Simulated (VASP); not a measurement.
# Na16F (a cell with a defect) in VASP: single point with LDA

Aim: the single point of Na16F (a cell with a defect) with LDA.

All numbers are computed with VASP 6.6.1; they aren't measurements. Logs are shortened: lines on timing, memory, paths and dates and some standing lists are left out, and cuts for length are marked.

## (1) The cell of the first run

The cell holds a defect, 17 atoms: a = 8.460 Å, b = 8.460 Å, c = 8.460 Å, α = 90.00°, β = 90.00°, γ = 90.00°.

## (2) Single point, LDA

INCAR

```
SYSTEM = Na16F
ALGO = Normal ; EDIFF = 1E-7
ENCUT = 520 ; GGA = CA
ISIF = 2 ; ISMEAR = -1
LASPH = .TRUE. ; LCHARG = .TRUE.
LELF = .TRUE. ; LREAL = Auto
LVHAR = .TRUE. ; LWAVE = .FALSE.
NBANDS = 74 ; NELM = 100
PREC = Accurate ; SIGMA = 0.05
```

KPOINTS

```
k-points
0
G
  2 2 2
  0 0 0
```

POSCAR

```
Na16F
1.0
    8.4600000000      0.0000000000      0.0000000000
    0.0000000000      8.4600000000      0.0000000000
    0.0000000000      0.0000000000      8.4600000000
Na F
16 1
Direct
    0.0128404255     -0.0001048463     -0.0294719858
    0.5028960993     -0.0001088652      0.0170190307
    0.0065705674      0.4998943262     -0.0140524823
    0.0019814421     -0.0001009456      0.5383157210
    0.2413484634      0.2504841608      0.2584132388
    0.4840017730      0.4998975177      0.0154005910
    0.5253944444     -0.0001036643      0.4803403073
    0.7650177305      0.2586100473      0.2408795508
   -0.0102683215      0.4998905437      0.5145736407
    0.2413455083      0.7493046099      0.2584169031
    0.2614341608      0.2301737589      0.7434473995
    0.5008702128      0.4998932624      0.4852854610
    0.7650204492      0.7411787234      0.2408836879
    0.7225180851      0.2623119385      0.7596566194
    0.2614313239      0.7696158392      0.7434436170
    0.7225210402      0.7374770686      0.7596517730
    0.1466625296     -0.0001046099      0.7514722222
```

Potentials or basis: VASP PAW LDA potentials, release 64 (Na_pv, F).

Run with:

```
$ cat potpaw_LDA.64/Na_pv/POTCAR potpaw_LDA.64/F/POTCAR > POTCAR
$ mpirun -np 1 vasp_std > vasp.out
```

OUTCAR:

```text
SYSTEM = Na16F
   EDIFF = 1E-7
   ENCUT = 520
   GGA = CA
   ISIF = 2
   ISMEAR = -1
   LASPH = .TRUE.
   LREAL = Auto
   NELM = 100
   PREC = Accurate

 ion  position               nearest neighbor table
   1  0.013  1.000  0.971-  17 2.17
   2  0.503  1.000  0.017-
   3  0.007  0.500  0.986-
   4  0.002  1.000  0.538-  17 2.18
   5  0.241  0.250  0.258-
   6  0.484  0.500  0.015-
   7  0.525  1.000  0.480-
   8  0.765  0.259  0.241-
   9  0.990  0.500  0.515-
  10  0.241  0.749  0.258-
  11  0.261  0.230  0.743-  17 2.18
  12  0.501  0.500  0.485-
  13  0.765  0.741  0.241-
  14  0.723  0.262  0.760-
  15  0.261  0.770  0.743-  17 2.18
  16  0.723  0.737  0.760-
  17  0.147  1.000  0.751-   1 2.17  15 2.18  11 2.18   4 2.18

  LATTYP: Found a simple cubic cell.
 ALAT       =     8.4600000000

  Lattice vectors:

 A1 = (   8.4600000000,   0.0000000000,   0.0000000000)
 A2 = (   0.0000000000,   8.4600000000,   0.0000000000)
 A3 = (   0.0000000000,   0.0000000000,   8.4600000000)

Analysis of symmetry for initial positions (statically):
=====================================================================
 Subroutine PRICEL returns:
 Original cell was already a primitive cell.

 Routine SETGRP: Setting up the symmetry group for a
 simple cubic supercell.

 Subroutine GETGRP returns: Found  2 space group operations
 (whereof  1 operations were pure point group operations)
 out of a pool of 48 trial point group operations.

The static configuration has the point symmetry C_1 .
 The point group associated with its full space group is C_1h.

Analysis of symmetry for dynamics (positions and initial velocities):
=====================================================================
 Subroutine PRICEL returns:
 Original cell was already a primitive cell.

 Routine SETGRP: Setting up the symmetry group for a
 simple cubic supercell.

 Subroutine GETGRP returns: Found  2 space group operations
 (whereof  1 operations were pure point group operations)
 out of a pool of 48 trial point group operations.

The dynamic configuration has the point symmetry C_1 .
 The point group associated with its full space group is C_1h.

 Subroutine INISYM returns: Found  2 space group operations
 (whereof  1 operations are pure point group operations),
[... 109 lines left out ...]
   EDIFF  = 0.1E-06   stopping-criterion for ELM
   LREAL  =      T    real-space projection
   EDIFFG = 0.1E-05   stopping-criterion for IOM
   NSW    =      0    number of steps for IOM
   IBRION =     -1    ionic relax: 0-MD 1-quasi-New 2-CG
   NFREE  =      0    steps in history (QN), initial steepest desc. (CG)
   ISIF   =      2    stress and relaxation
   ISYM   =      2    0-nonsym 1-usesym 2-fastsym
   POTIM  = 0.5000    time-step for ionic-motion
   TEBEG  =    0.0;   TEEND  =   0.0 temperature during run
   PSTRESS=    0.0 pullay stress
   NELECT =     119.0000    total number of electrons
   NUPDOWN=      -1.0000    fix difference up-down
   EMIN   =  10.00;   EMAX   =-10.00  energy-range for DOS
   EFERMI =   0.00;   METHOD = LEGACY
   ISMEAR =    -1;   SIGMA  =   0.05  broadening in eV -4-tet -1-fermi 0-gaus
   EFERMI_NEDOS =   21; number of points for ismear=-14 and -15
   IALGO  =     38    algorithm
   IMIX   =      4    mixing-type and parameters
     AMIX     =   0.40;   BMIX     =  1.00
     AMIX_MAG =   1.60;   BMIX_MAG =  1.00
  volume/ion in A,a.u.               =      35.62       240.36
  Fermi-wavevector in a.u.,A,eV,Ry     =   0.951817  1.798673 12.326274  0.905956
  Thomas-Fermi vector in A             =   2.080322
   LORBIT       =      0    0 simple, 1 ext, 2 COOP (PROOUT), +10 PAW based schemes
   GGA     = CA    functional components
   LHFCALC =     F    Hartree Fock is set to
   AEXX    =    0.0000 exact exchange contribution
   IVDW    =     0    specifies the selected vdW correction
   LEPSILON=     F    determine dielectric tensor
   LRPA    =     F    only Hartree local field effects (RPA)
 non-spin polarized calculation
  energy-cutoff  :      520.00
  volume of cell :      605.50
 maximum number of plane-waves:     16384
 NGX is ok and might be reduce to    64
   NGX = 31   NGY = 31   NGZ = 31

 number of electron     118.9999974 magnetization

 Free energy of the ion-electron system (eV)
  ---------------------------------------------------
  ext. energy  EPLUGINS =         0.00000000
  ---------------------------------------------------
  free energy    TOTEN  =       -29.90835302 eV

  energy without entropy =      -29.76265367  energy(sigma->0) =      -29.83550334

 E-fermi :   0.0765     XC(G=0):  -6.7409

 val. band max:       -0.2102906972   @ k =   0.0000   0.5000   0.0000
 cond. band min:       0.0806816604   @ k =   0.5000   0.0000   0.5000
 fundamental gap:      0.2909723576
 Fermi energy:         0.0765006159

 k-point     1 :       0.0000    0.0000    0.0000
  band No.  band energies     occupation
      1     -24.9762      2.00000
      2     -24.8754      2.00000
      3     -24.8688      2.00000
      4     -24.8627      2.00000
      5     -24.8577      2.00000
      6     -24.8547      2.00000
[... 581 lines left out ...]
     70       2.4233      0.00000
     71       2.4520      0.00000
 [bands above 71 left out]

------------------------ aborting loop because EDIFF is reached ----------------------------------------

  FORCE on cell =-STRESS in cart. coord.  units (eV):
  Direction    XX          YY          ZZ          XY          YZ          ZX
  --------------------------------------------------------------------------------------
  -------------------------------------------------------------------------------------
  Total       -3.0029068     -3.3715331     -3.0117939      0.0000000      0.0000000     -0.1083863
  in kB       -7.9458680     -8.9212749     -7.9693839      0.0000000      0.0000000     -0.2867964
  external PRESSURE =      -8.2788422 kB  Pullay stress =       0.0000000 kB

 VOLUME and BASIS-vectors are now :
 -----------------------------------------------------------------------------
  energy-cutoff  :      520.00
  volume of cell :      605.50
      direct lattice vectors                 reciprocal lattice vectors
     8.460000000  0.000000000  0.000000000     0.118203310  0.000000000  0.000000000
     0.000000000  8.460000000  0.000000000     0.000000000  0.118203310  0.000000000
     0.000000000  0.000000000  8.460000000     0.000000000  0.000000000  0.118203310

 POSITION                                       TOTAL-FORCE (eV/Angst)
 -----------------------------------------------------------------------------------
      0.10863      8.45911      8.21067        -0.020517      0.000000      0.009958
      4.25450      8.45908      0.14398         0.040598      0.000000      0.025811
      0.05559      4.22911      8.34112         0.000255      0.000000      0.000192
      0.01676      8.45915      4.55415        -0.025251      0.000000     -0.024677
      2.04181      2.11910      2.18618         0.002237     -0.009342     -0.006201
      4.09465      4.22913      0.13029         0.002357      0.000000      0.003397
[... 9 lines left out ...]
      6.11253      6.23906      6.42665        -0.001766     -0.002314      0.000178
      1.24077      8.45912      6.35745        -0.030361      0.000000     -0.016521
 -----------------------------------------------------------------------------------
    total drift:                               -0.000261      0.026191      0.001364

  FREE ENERGIE OF THE ION-ELECTRON SYSTEM (eV)
  ---------------------------------------------------
  free  energy   TOTEN  =       -29.9083530205 eV

  energy  without entropy=      -29.7626536694  energy(sigma->0) =      -29.83550334
```

Wall time 15 min (1 thread of Intel Xeon Platinum 8259CL at 2.50GHz (Skylake/Cascade Lake), shared host); peak memory 0.54 GiB.

What came out:

```
Free energy            : -29.9084 eV
Pressure               : -0.8 GPa
Largest force          : 0.048 eV/Å
Band gap on the k mesh : zero (an odd number of electrons rules out a gap without spin polarisation)
```

Forces on the atoms (eV/Å):
```
Na  -0.021  0.000  0.010
Na   0.041  0.000  0.026
Na   0.000  0.000  0.000
Na  -0.025  0.000 -0.025
Na   0.002 -0.009 -0.006
Na   0.002  0.000  0.003
Na   0.010  0.000 -0.002
Na   0.006  0.005  0.004
Na   0.006  0.000 -0.001
Na   0.002  0.009 -0.006
Na   0.004 -0.006  0.006
Na  -0.005  0.000 -0.002
Na   0.006 -0.005  0.004
Na  -0.002  0.002  0.000
Na   0.004  0.006  0.006
Na  -0.002 -0.002  0.000
F   -0.030  0.000 -0.017
```

Caveat: the k points lie up to 0.37 Å⁻¹ apart, too coarse for converged energies and pressures of a metal.

The gap in the log of VASP goes by the Fermi energy; the results here count the filled bands.